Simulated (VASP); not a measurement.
## ZnCu2SnSe4: single point with PBEsol

The system is ZnCu2SnSe4.

```xyz
8
Lattice="-2.8441 2.8441 5.6689 2.8441 -2.8441 5.6689 2.8441 2.8441 -5.6689" Properties=species:S:1:pos:R:3 pbc="T T T"
Sn    0.0000    0.0000    5.6689
Se   -1.4715    1.4715    7.1269
Se    1.3726    1.3726   -1.4580
Se    1.4715   -1.4715    7.1269
Se    1.4715    1.4715    4.2109
Zn    0.0000    0.0000    0.0000
Cu    2.8441    0.0000    2.8344
Cu    0.0000    2.8441    2.8344
```

| Item | Value |
| --- | --- |
| Program | VASP 6.6.1 |
| Task | single point |
| Functional | PBEsol |
| Potentials or basis | VASP PAW PBE potentials, release 64 (Sn_d, Se, Zn, Cu) |
| Cutoff | 520 eV |
| k mesh | 7 × 7 × 7 |
| Occupations | fermi-dirac, width 0.05 eV |
| Spin | no spin polarisation |
| Dipole correction | no |
| Further INCAR settings | ALGO = Normal; EDIFF = 1e-07; NBANDS = 46 |

```
Pressure               : 0.0 GPa
Largest force          : 0.839 eV/Å
Band gap on the k mesh : zero (filled and empty bands touch)
```

Forces on the atoms (eV/Å):
```
Sn   0.000  0.000  0.000
Se  -0.089  0.089  0.830
Se  -0.089 -0.089 -0.830
Se   0.089 -0.089  0.830
Se   0.089  0.089 -0.830
Zn   0.000  0.000  0.000
Cu   0.000  0.000  0.000
Cu   0.000  0.000  0.000
```

Stress tensor (GPa, compression positive):
```
-0.27  0.00  0.00
 0.00 -0.27  0.00
 0.00  0.00  0.40
```

Levels at points of the mesh, in eV from the Fermi level:
```csv
k point,band 32,band 33,band 34,band 35,band 36,band 37,band 38,band 39,band 40,band 41
"(0.00, 0.00, 0.00)",-1.78,-1.73,-0.38,-0.23,-0.07,-0.07,1.44,2.55,3.43,3.43
```

Run time: 8.9 min on 1 thread of Intel(R) Xeon(R) Platinum 8559C (Emerald Rapids), on a shared host, peak memory 0.62 GiB.

Caveat: semilocal functionals underestimate gaps, and a narrow one can read as zero; the PAW data sets were made with another functional, which shifts forces and pressure a little; spin-orbit coupling is left out, which moves the levels of the heavy elements. With open d or f shells a metallic result of PBEsol can be an artefact of self-interaction; +U or a hybrid may open a gap.
